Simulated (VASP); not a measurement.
# SiC (Moissanite 3C) (F-43m) in VASP: further runs

SiC (Moissanite 3C) is run at these levels: PBE; tasks: single point.

All numbers are computed with VASP 6.6.1; they aren't measurements. Logs are shortened: lines on timing, memory, paths and dates and some standing lists are left out, and cuts for length are marked.

### 1 The cell of the first run

The structure is cubic, space group F-43m (No. 216). The conventional cell has a = 4.269 Å, b = 4.269 Å, c = 4.269 Å, α = 90.00°, β = 90.00°, γ = 90.00°. Si (site symmetry -43m) has 4 C at 1.85 Å within 2.5 Å. C (site symmetry -43m) has 4 Si at 1.85 Å within 2.5 Å.

### 2 Single point, PBE

Input file INCAR:

```
SYSTEM = SiC
PREC = Accurate ; ENCUT = 520
EDIFF = 1E-6 ; ISMEAR = 0
SIGMA = 0.01 ; LREAL = .FALSE.
LASPH = .TRUE. ; NELM = 60
ALGO = Normal ; ISIF = 2
LWAVE = .FALSE. ; LCHARG = .FALSE.
GGA = PE ; NBANDS = 11
```

Input file KPOINTS:

```
regular mesh
0
G
  8 8 8
  0 0 0
```

Input file POSCAR:

```
SiC
1.0
    0.0000000000      2.1345181309      2.1345181309
    2.1345181309      0.0000000000      2.1345181309
    2.1345181309      2.1345181309      0.0000000000
Si C
1 1
Direct
    0.0000000000      0.0000000000      0.0000000000
    0.2500000000      0.2500000000      0.2500000000
```

Potentials or basis: VASP PAW PBE potentials, release 64 (Si, C).

Command:

```sh
> cat potpaw_PBE.64/Si/POTCAR potpaw_PBE.64/C/POTCAR > POTCAR
> mpirun -np 1 vasp_std > vasp.out
```

OUTCAR:

```text
SYSTEM = SiC
   PREC = Accurate
   ENCUT = 520
   EDIFF = 1E-6
   ISMEAR = 0
   LREAL = .FALSE.
   LASPH = .TRUE.
   NELM = 60
   ISIF = 2
   GGA = PE

 ion  position               nearest neighbor table
   1  0.000  0.000  0.000-   2 1.85   2 1.85   2 1.85   2 1.85
   2  0.250  0.250  0.250-   1 1.85   1 1.85   1 1.85   1 1.85

  LATTYP: Found a face centered cubic cell.
 ALAT       =     4.2690362618

  Lattice vectors:

 A1 = (   0.0000000000,   2.1345181309,   2.1345181309)
 A2 = (   2.1345181309,   0.0000000000,   2.1345181309)
 A3 = (   2.1345181309,   2.1345181309,   0.0000000000)

Analysis of symmetry for initial positions (statically):
=====================================================================
 Subroutine PRICEL returns:
 Original cell was already a primitive cell.

 Routine SETGRP: Setting up the symmetry group for a
 face centered cubic supercell.

 Subroutine GETGRP returns: Found 24 space group operations
 (whereof 24 operations were pure point group operations)
 out of a pool of 48 trial point group operations.

The static configuration has the point symmetry T_d .

Analysis of symmetry for dynamics (positions and initial velocities):
=====================================================================
 Subroutine PRICEL returns:
 Original cell was already a primitive cell.

 Routine SETGRP: Setting up the symmetry group for a
 face centered cubic supercell.

 Subroutine GETGRP returns: Found 24 space group operations
 (whereof 24 operations were pure point group operations)
 out of a pool of 48 trial point group operations.

The dynamic configuration has the point symmetry T_d .

 Subroutine INISYM returns: Found 24 space group operations
 (whereof 24 operations are pure point group operations),
 and found     1 'primitive' translations

----------------------------------------------------------------------------------------

                                     Primitive cell

  volume of cell :      19.4504

  direct lattice vectors                    reciprocal lattice vectors
     0.000000000  2.134518131  2.134518131    -0.234244907  0.234244907  0.234244907
     2.134518131  0.000000000  2.134518131     0.234244907 -0.234244907  0.234244907
     2.134518131  2.134518131  0.000000000     0.234244907  0.234244907 -0.234244907

  length of vectors
     3.018664490  3.018664490  3.018664490     0.405724079  0.405724079  0.405724079

  position of ions in fractional coordinates (direct lattice)
     0.000000000  0.000000000  0.000000000
     0.250000000  0.250000000  0.250000000

  ion indices of the primitive-cell ions
   primitive index   ion index
                 1           1
                 2           2

----------------------------------------------------------------------------------------

 KPOINTS: regular mesh

Automatic generation of k-mesh.
 Grid dimensions read from file:
 generate k-points for:    8    8    8

 Generating k-lattice:

  Cartesian coordinates                     Fractional coordinates (reciprocal lattice)
    -0.029280613  0.029280613  0.029280613     0.125000000  0.000000000  0.000000000
     0.029280613 -0.029280613  0.029280613     0.000000000  0.125000000  0.000000000
     0.029280613  0.029280613 -0.029280613     0.000000000  0.000000000  0.125000000

  Length of vectors
     0.050715510  0.050715510  0.050715510

  Shift w.r.t. Gamma in fractional coordinates (k-lattice)
     0.000000000  0.000000000  0.000000000

 Subroutine IBZKPT returns following result:
 ===========================================

 Found     29 irreducible k-points:

 Following reciprocal coordinates:
            Coordinates               Weight
  0.000000  0.000000  0.000000      1.000000
  0.125000  0.000000  0.000000      8.000000
  0.250000  0.000000  0.000000      8.000000
  0.375000  0.000000  0.000000      8.000000
  0.500000  0.000000  0.000000      4.000000
  0.125000  0.125000  0.000000      6.000000
[... 16 lines left out ...]
  0.500000  0.250000  0.125000     48.000000
 -0.375000  0.250000  0.125000     24.000000
 [... further k-points ...]
   k-points           NKPTS =     29   k-points in BZ     NKDIM =     29   number of bands    NBANDS=     11
   number of dos      NEDOS =    301   number of ions     NIONS =      2
   total plane-waves  NPLWV =  13824
   dimension x,y,z NGX =    24 NGY =   24 NGZ =   24
   dimension x,y,z NGXF=    48 NGYF=   48 NGZF=   48
   ions per type =               1   1
   NGX,Y,Z   is equivalent  to a cutoff of  13.22, 13.22, 13.22 a.u.
   NGXF,Y,Z  is equivalent  to a cutoff of  26.43, 26.43, 26.43 a.u.
 SYSTEM =  SiC
   PREC   = accura    normal or accurate (medium, high low for compatibility)
   ISTART =      0    job   : 0-new  1-cont  2-samecut
   ICHARG =      2    charge: 1-file 2-atom 10-const
   ISPIN  =      1    spin polarized calculation?
   LNONCOLLINEAR =      F non collinear calculations
   LSORBIT =      F    spin-orbit coupling
   LASPH  =      T    aspherical Exc in radial PAW
   ENCUT  =  520.0 eV  38.22 Ry    6.18 a.u.   5.61  5.61  5.61*2*pi/ulx,y,z
   NELM   =     60;   NELMIN=  2; NELMDL= -5     # of ELM steps
   EDIFF  = 0.1E-05   stopping-criterion for ELM
   LREAL  =      F    real-space projection
   EDIFFG = 0.1E-04   stopping-criterion for IOM
   NSW    =      0    number of steps for IOM
   IBRION =     -1    ionic relax: 0-MD 1-quasi-New 2-CG
   NFREE  =      0    steps in history (QN), initial steepest desc. (CG)
   ISIF   =      2    stress and relaxation
   ISYM   =      2    0-nonsym 1-usesym 2-fastsym
   POTIM  = 0.5000    time-step for ionic-motion
   TEBEG  =    0.0;   TEEND  =   0.0 temperature during run
   PSTRESS=    0.0 pullay stress
   NELECT =       8.0000    total number of electrons
   NUPDOWN=      -1.0000    fix difference up-down
   EMIN   =  10.00;   EMAX   =-10.00  energy-range for DOS
   EFERMI =   0.00;   METHOD = LEGACY
   ISMEAR =     0;   SIGMA  =   0.01  broadening in eV -4-tet -1-fermi 0-gaus
   EFERMI_NEDOS =   21; number of points for ismear=-14 and -15
   IALGO  =     38    algorithm
   IMIX   =      4    mixing-type and parameters
     AMIX     =   0.40;   BMIX     =  1.00
     AMIX_MAG =   1.60;   BMIX_MAG =  1.00
  volume/ion in A,a.u.               =       9.73        65.63
  Fermi-wavevector in a.u.,A,eV,Ry     =   1.217479  2.300703 20.167321  1.482256
  Thomas-Fermi vector in A             =   2.352798
   LORBIT       =      0    0 simple, 1 ext, 2 COOP (PROOUT), +10 PAW based schemes
   GGA     = PE    functional components
   LHFCALC =     F    Hartree Fock is set to
   AEXX    =    0.0000 exact exchange contribution
   IVDW    =     0    specifies the selected vdW correction
   LEPSILON=     F    determine dielectric tensor
   LRPA    =     F    only Hartree local field effects (RPA)
 non-spin polarized calculation
 Gauss-broadening in eV      SIGMA  =   0.01
  energy-cutoff  :      520.00
  volume of cell :       19.45
 maximum number of plane-waves:       544
 NGX is ok and might be reduce to    24
   NGX = 11   NGY = 11   NGZ = 11

 number of electron       7.9999999 magnetization

 Free energy of the ion-electron system (eV)
  ---------------------------------------------------
  ext. energy  EPLUGINS =         0.00000000
  ---------------------------------------------------
  free energy    TOTEN  =       -14.97361262 eV

  energy without entropy =      -14.97361262  energy(sigma->0) =      -14.97361262

 E-fermi :   8.9820     XC(G=0): -11.6283

 val. band max:        8.8172309939   @ k =   0.0000   0.0000   0.0000
 cond. band min:      10.1130283858   @ k =   0.5000   0.5000   0.0000
 fundamental gap:      1.2957973919
 Fermi energy:         8.9820297881

 k-point     1 :       0.0000    0.0000    0.0000
  band No.  band energies     occupation
      1      -7.0805      2.00000
      2       8.8172      2.00000
      3       8.8172      2.00000
      4       8.8172      2.00000
      5      15.7810      0.00000
      6      16.5679      0.00000
      7      16.5679      0.00000
      8      16.5679      0.00000
      9      23.6924      0.00000
     10      23.6924      0.00000
     11      26.2777      0.00000

 k-point     2 :       0.1250    0.0000    0.0000
  band No.  band energies     occupation
      1      -6.7605      2.00000
      2       7.3145      2.00000
      3       8.6144      2.00000
      4       8.6144      2.00000
      5      15.8780      0.00000
      6      16.9304      0.00000
      7      16.9304      0.00000
      8      17.2278      0.00000
      9      22.4068      0.00000
     10      22.4068      0.00000
     11      25.3870      0.00000

 k-point     3 :       0.2500    0.0000    0.0000
  band No.  band energies     occupation
      1      -5.8229      2.00000
      2       4.4144      2.00000
      3       8.2048      2.00000
      4       8.2048      2.00000
      5      15.3604      0.00000
      6      17.1213      0.00000
      7      17.1213      0.00000
      8      18.7285      0.00000
      9      22.2818      0.00000
     10      22.2818      0.00000
     11      24.5212      0.00000

 k-point     4 :       0.3750    0.0000    0.0000
  band No.  band energies     occupation
      1      -4.3865      2.00000
      2       1.5493      2.00000
      3       7.8738      2.00000
      4       7.8738      2.00000
      5      14.9572      0.00000
      6      16.5880      0.00000
      7      16.5880      0.00000
      8      19.2467      0.00000
      9      24.4434      0.00000
     10      24.4434      0.00000
     11      25.0747      0.00000

 k-point     5 :       0.5000    0.0000    0.0000
  band No.  band energies     occupation
      1      -3.2782      2.00000
      2      -0.0651      2.00000
      3       7.7534      2.00000
      4       7.7534      2.00000
      5      14.8214      0.00000
      6      16.2987      0.00000
      7      16.2987      0.00000
      8      19.2167      0.00000
      9      25.7916      0.00000
     10      26.7090      0.00000
     11      26.7090      0.00000
[... 211 lines left out ...]
 k-point    21 :       0.5000    0.5000    0.0000
  band No.  band energies     occupation
      1      -1.7637      2.00000
      2       0.8202      2.00000
      3       5.5130      2.00000
      4       5.5130      2.00000
      5      10.1130      0.00000
      6      13.3602      0.00000
      7      23.5856      0.00000
      8      23.5856      0.00000
      9      24.4570      0.00000
     10      29.5895      0.00000
     11      31.9212      0.00000

 k-point    22 :       0.3750    0.2500    0.1250
  band No.  band energies     occupation
      1      -5.0079      2.00000
      2       4.2590      2.00000
      3       5.8575      2.00000
      4       7.5217      2.00000
      5      14.3963      0.00000
      6      16.8456      0.00000
      7      17.7899      0.00000
      8      19.4225      0.00000
      9      21.5808      0.00000
     10      25.3887      0.00000
     11      28.8953      0.00000

 k-point    23 :       0.5000    0.2500    0.1250
  band No.  band energies     occupation
      1      -3.6262      2.00000
      2       2.1216      2.00000
      3       5.1131      2.00000
      4       6.8343      2.00000
      5      14.2683      0.00000
      6      16.8513      0.00000
      7      18.5173      0.00000
      8      19.7831      0.00000
      9      22.7925      0.00000
     10      25.9595      0.00000
     11      28.9018      0.00000

 k-point    24 :      -0.3750    0.2500    0.1250
  band No.  band energies     occupation
      1      -2.5974      2.00000
      2       0.7041      2.00000
      3       5.0131      2.00000
      4       6.4730      2.00000
      5      14.1932      0.00000
      6      16.5316      0.00000
      7      19.4746      0.00000
      8      20.3786      0.00000
      9      22.8692      0.00000
     10      25.6101      0.00000
     11      28.9088      0.00000

 [... further k-points ...]
[... 5 lines left out ...]
  --------------------------------------------------------------------------------------
  -------------------------------------------------------------------------------------
  Total        2.2925291      2.2925291      2.2925291      0.0000000      0.0000000      0.0000000
  in kB      188.8408266    188.8408266    188.8408266      0.0000000      0.0000000      0.0000000
  external PRESSURE =     188.8408266 kB  Pullay stress =       0.0000000 kB

 VOLUME and BASIS-vectors are now :
 -----------------------------------------------------------------------------
  energy-cutoff  :      520.00
  volume of cell :       19.45
      direct lattice vectors                 reciprocal lattice vectors
     0.000000000  2.134518131  2.134518131    -0.234244907  0.234244907  0.234244907
     2.134518131  0.000000000  2.134518131     0.234244907 -0.234244907  0.234244907
     2.134518131  2.134518131  0.000000000     0.234244907  0.234244907 -0.234244907

 POSITION                                       TOTAL-FORCE (eV/Angst)
 -----------------------------------------------------------------------------------
      0.00000      0.00000      0.00000        -0.000000     -0.000000     -0.000000
      1.06726      1.06726      1.06726         0.000000      0.000000      0.000000
 -----------------------------------------------------------------------------------
    total drift:                                0.000000      0.000000      0.000000

  FREE ENERGIE OF THE ION-ELECTRON SYSTEM (eV)
  ---------------------------------------------------
  free  energy   TOTEN  =       -14.9736126162 eV

  energy  without entropy=      -14.9736126162  energy(sigma->0) =      -14.97361262
```

Run time: 4.7 s. Hardware: 1 thread of AMD EPYC 7R13 (Zen 3), shared host; peak memory 0.1 GiB.

Results:

```
Free energy            : -14.9736 eV
Pressure               : 18.9 GPa
Band gap on the k mesh : 1.30 eV, indirect (least direct gap 4.60 eV)
```

Levels at points of the mesh, in eV from the valence-band top:
| k point | band 1 | band 2 | band 3 | band 4 | band 5 | band 6 | band 7 | band 8 |
| --- | --- | --- | --- | --- | --- | --- | --- | --- |
| (0.00, 0.00, 0.00) | -15.90 | 0.00 | 0.00 | 0.00 | 6.96 | 7.75 | 7.75 | 7.75 |
| (0.50, 0.00, 0.00) | -12.10 | -8.88 | -1.06 | -1.06 | 6.00 | 7.48 | 7.48 | 10.40 |
| (0.50, 0.50, 0.00) | -10.58 | -8.00 | -3.30 | -3.30 | 1.30 | 4.54 | 14.77 | 14.77 |

### 3 Single point, PBE

This run uses another cell than the first one, of 9.93 Å³/atom, 1.021 times its volume.

Input file INCAR:

```
SYSTEM = SiC
PREC = Accurate ; ENCUT = 520
EDIFF = 1E-6 ; ISMEAR = 0
SIGMA = 0.01 ; LREAL = .False.
LASPH = .True. ; NELM = 80
ALGO = Normal ; ISIF = 2
LWAVE = .False. ; LCHARG = .False.
GGA = PE ; NBANDS = 11
```

Input file KPOINTS:

```
Automatic mesh
0
Gamma
  8 8 8
  0 0 0
```

Input file POSCAR:

```
SiC
1.0
    0.0000000000      2.1495504440      2.1495504440
    2.1495504440      0.0000000000      2.1495504440
    2.1495504440      2.1495504440      0.0000000000
Si C
1 1
Direct
    0.0000000000      0.0000000000      0.0000000000
    0.2500000000      0.2500000000      0.2500000000
```

Potentials or basis: VASP PAW PBE potentials, release 64 (Si, C).

Command:

```sh
> cat potpaw_PBE.64/Si/POTCAR potpaw_PBE.64/C/POTCAR > POTCAR
> mpirun -np 1 vasp_std > vasp.out
```

OUTCAR:

```text
SYSTEM = SiC
   PREC = Accurate
   ENCUT = 520
   EDIFF = 1E-6
   ISMEAR = 0
   LREAL = .False.
   LASPH = .True.
   NELM = 80
   ISIF = 2
   GGA = PE

 ion  position               nearest neighbor table
   1  0.000  0.000  0.000-   2 1.86   2 1.86   2 1.86   2 1.86
   2  0.250  0.250  0.250-   1 1.86   1 1.86   1 1.86   1 1.86

  LATTYP: Found a face centered cubic cell.
 ALAT       =     4.2991008880

  Lattice vectors:

 A1 = (   0.0000000000,   2.1495504440,   2.1495504440)
 A2 = (   2.1495504440,   0.0000000000,   2.1495504440)
 A3 = (   2.1495504440,   2.1495504440,   0.0000000000)

Analysis of symmetry for initial positions (statically):
=====================================================================
 Subroutine PRICEL returns:
 Original cell was already a primitive cell.

 Routine SETGRP: Setting up the symmetry group for a
 face centered cubic supercell.

 Subroutine GETGRP returns: Found 24 space group operations
 (whereof 24 operations were pure point group operations)
 out of a pool of 48 trial point group operations.

The static configuration has the point symmetry T_d .

Analysis of symmetry for dynamics (positions and initial velocities):
[... 166 lines left out ...]
 k-point     1 :       0.0000    0.0000    0.0000
  band No.  band energies     occupation
      1      -7.1553      2.00000
      2       8.5725      2.00000
      3       8.5725      2.00000
      4       8.5725      2.00000
      5      15.2868      0.00000
      6      16.1689      0.00000
      7      16.1689      0.00000
      8      16.1689      0.00000
      9      23.3203      0.00000
     10      23.3203      0.00000
     11      25.6952      0.00000
[... 309 lines left out ...]
 k-point    24 :      -0.3750    0.2500    0.1250
  band No.  band energies     occupation
      1      -2.7649      2.00000
      2       0.5588      2.00000
      3       4.8008      2.00000
      4       6.2576      2.00000
      5      13.9052      0.00000
      6      16.1365      0.00000
      7      19.0590      0.00000
      8      19.9356      0.00000
      9      22.4056      0.00000
     10      25.1688      0.00000
     11      28.3999      0.00000

 [... further k-points ...]
[... 5 lines left out ...]
  --------------------------------------------------------------------------------------
  -------------------------------------------------------------------------------------
  Total        1.6300605      1.6300605      1.6300605     -0.0000000      0.0000000      0.0000000
  in kB      131.4744542    131.4744542    131.4744542     -0.0000000      0.0000000      0.0000000
  external PRESSURE =     131.4744542 kB  Pullay stress =       0.0000000 kB

 VOLUME and BASIS-vectors are now :
 -----------------------------------------------------------------------------
  energy-cutoff  :      520.00
  volume of cell :       19.86
      direct lattice vectors                 reciprocal lattice vectors
     0.000000000  2.149550444  2.149550444    -0.232606777  0.232606777  0.232606777
     2.149550444  0.000000000  2.149550444     0.232606777 -0.232606777  0.232606777
     2.149550444  2.149550444  0.000000000     0.232606777  0.232606777 -0.232606777

 POSITION                                       TOTAL-FORCE (eV/Angst)
 -----------------------------------------------------------------------------------
      0.00000      0.00000      0.00000        -0.000000     -0.000000     -0.000000
      1.07478      1.07478      1.07478         0.000000      0.000000      0.000000
 -----------------------------------------------------------------------------------
    total drift:                                0.000000      0.000000      0.000000

  FREE ENERGIE OF THE ION-ELECTRON SYSTEM (eV)
  ---------------------------------------------------
  free  energy   TOTEN  =       -15.0149842588 eV

  energy  without entropy=      -15.0149842588  energy(sigma->0) =      -15.01498426
```

OSZICAR:

```text
N       E                     dE             d eps       ncg     rms          rms(c)
DAV:   1     0.349689601130E+01    0.34969E+01   -0.39236E+03   665   0.607E+02
DAV:   2    -0.163386955741E+02   -0.19836E+02   -0.18894E+02   777   0.109E+02
DAV:   3    -0.169856445917E+02   -0.64695E+00   -0.64574E+00   776   0.165E+01
DAV:   4    -0.169880184327E+02   -0.23738E-02   -0.23737E-02   744   0.128E+00
DAV:   5    -0.169880283931E+02   -0.99604E-05   -0.99603E-05   773   0.753E-02    0.925E+00
DAV:   6    -0.150864145069E+02    0.19016E+01   -0.65580E+00   704   0.117E+01    0.414E+00
DAV:   7    -0.150228058960E+02    0.63609E-01   -0.43358E-01   755   0.374E+00    0.186E+00
DAV:   8    -0.150147538904E+02    0.80520E-02   -0.20584E-02   734   0.960E-01    0.170E-01
DAV:   9    -0.150148788225E+02   -0.12493E-03   -0.14626E-03   782   0.224E-01    0.114E-01
DAV:  10    -0.150149820864E+02   -0.10326E-03   -0.21137E-04   725   0.898E-02    0.255E-02
DAV:  11    -0.150149838988E+02   -0.18125E-05   -0.35803E-05   758   0.316E-02    0.675E-03
DAV:  12    -0.150149842588E+02   -0.35998E-06   -0.16560E-06   529   0.781E-03
   1 F= -.15014984E+02 E0= -.15014984E+02  d E =-.994204E-15
```

Wall time 4.6 s (1 thread of AMD EPYC 7R13 (Zen 3), shared host); peak memory 0.1 GiB.

Results:

| Quantity | Value |
| --- | --- |
| Free energy | -15.0150 eV |
| Pressure | 13.1 GPa |
| Band gap on the k mesh | 1.32 eV, indirect (least direct gap 4.58 eV) |
